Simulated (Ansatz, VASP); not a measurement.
**Two plane-wave programs on Ge3Os**

```
CELL_PARAMETERS angstrom
-2.60923 2.60923 2.60923
2.60923 -2.60923 2.60923
2.60923 2.60923 -2.60923
ATOMIC_POSITIONS crystal
Ge 0.00000 0.50000 0.50000
Ge 0.50000 0.00000 0.50000
Ge 0.50000 0.50000 0.00000
Os 0.00000 0.00000 0.00000
```

Alike in both runs: functional PBE; k mesh 12 × 12 × 12; occupations gaussian, width 0.1 eV; no spin polarisation.

Ansatz relaxed the structure, and its values are those at the end. VASP's run is a single point on that final structure, the one shown.

```csv
,VASP,Ansatz
version,VASP 6.6.1,Ansatz 0.2.0
potentials or method,"VASP PAW PBE potentials, release 64 (Ge_d, Os), cutoff 520 eV","scalar-relativistic, plane waves, PAW"
valence electrons in the cell,50,58
```

```csv
,VASP,Ansatz,Ansatz less VASP
gap on the k mesh at the Fermi level (eV),none,none,-
pressure (GPa),0.0,0.0,0.00
```

A gap of «none» marks a metal or a gap that the smearing closes. VASP's potentials hold 50 valence electrons a cell and Ansatz's 58, so a difference there can come from the potentials and not from the codes.

Spin-orbit coupling is off throughout.
